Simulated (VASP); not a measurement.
The system is CO2.

```
C O
1.0
     2.63591   -2.38738    0.00000
     2.63591    2.38738    0.00000
     0.00000    0.00000    6.58717
C O
2 4
Cartesian
  0.0000 0.0000 0.0000
  2.6359 0.0000 3.2936
  2.6359 -1.4635 5.8747
  2.6359 1.4635 0.7124
  2.6359 -0.9239 2.5811
  2.6359 0.9239 4.0060
```

Base run:

| Item | Value |
| --- | --- |
| Program | VASP 6.6.1 |
| Functional | PBE |
| Potentials or basis | VASP PAW PBE potentials, release 64 (C, O) |
| Cutoff | 520 eV |
| k mesh | 9 × 9 × 5 |
| Occupations | fermi-dirac, width 0.01 eV |
| Spin | no spin polarisation |

Its results: band gap on the k mesh 6.63 eV (least direct gap 7.17 eV); pressure 4.3 GPa; largest force 0.786 eV/Å.

Question: The run is repeated on the same cell with these changes: functional from PBE to r2SCAN. What comes out?

Answer: Band gap on the k mesh 7.24 eV (least direct gap 7.79 eV); pressure 0.4 GPa; largest force 0.054 eV/Å.

Caveats: an odd mesh through Γ misses points on the zone boundary, where band edges can lie; the cell stands under pressure (at least some runs); this functional lacks dispersion, which holds the molecules together, so the pressure and a relaxed volume are unreliable (at least some runs); the PAW data sets were made with another functional, which shifts forces and pressure a little (at least some runs).
